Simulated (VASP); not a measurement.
Input of a VASP 6.6.1 run:

Contents of POSCAR:

```
GaN
1.0
    2.2566868419      2.2566868419      0.0000000000
   -2.2566868419      2.2566868419      0.0000000000
    0.0000000000      2.2566868419      2.2566868419
Ga N
1 1
Direct
    0.0000000000      0.0000000000      0.0000000000
    0.2500000000      0.7500000000      0.5000000000
```

INCAR.step1

```
ALGO     = Normal         # electronic algorithm
EDIFF    = 1E-4           # SCF threshold, eV
ENCUT    = 520            # plane-wave cutoff, eV
GGA      = PE             # functional
ISMEAR   = 0              # smearing method
LASPH    = T              # aspherical terms in the spheres
LCHARG   = F              # write CHGCAR
LREAL    = F              # projectors in reciprocal space
LWAVE    = T              # write WAVECAR
NBANDS   = 16             # bands
NELM     = 80             # most SCF steps
PREC     = Accurate       # precision mode
SIGMA    = 0.01           # smearing width, eV
```

INCAR.step2

```
ALGO     = Normal         # electronic algorithm
EDIFF    = 1E-6           # SCF threshold, eV
ENCUT    = 520            # plane-wave cutoff, eV
ISIF     = 2              # what is computed and relaxed
ISMEAR   = 0              # smearing method
ISTART   = 1            
LASPH    = T              # aspherical terms in the spheres
LCHARG   = F              # write CHGCAR
LMIXTAU  = T            
LREAL    = F              # projectors in reciprocal space
LWAVE    = F              # write WAVECAR
METAGGA  = R2SCAN         # meta-GGA
NBANDS   = 16             # bands
NELM     = 80             # most SCF steps
PREC     = Accurate       # precision mode
SIGMA    = 0.01           # smearing width, eV
```

The input KPOINTS:

```
k-points
0
Gamma
  10 10 10
```

Potentials or basis: VASP PAW PBE potentials, release 64 (Ga_d, N).

Command:

```bash
$ cat potpaw_PBE.64/Ga_d/POTCAR potpaw_PBE.64/N/POTCAR > POTCAR
$ cp INCAR.step1 INCAR
$ mpirun -np 1 vasp_std > vasp.out
$ cp INCAR.step2 INCAR
$ mpirun -np 1 vasp_std > vasp.out
```

Q: Estimate the pressure.

A: -1.0 GPa.

Q: Estimate the band gap on the k mesh.

A: 2.09 eV.

Caveat: the PAW data sets were made with another functional, which shifts forces and pressure a little.
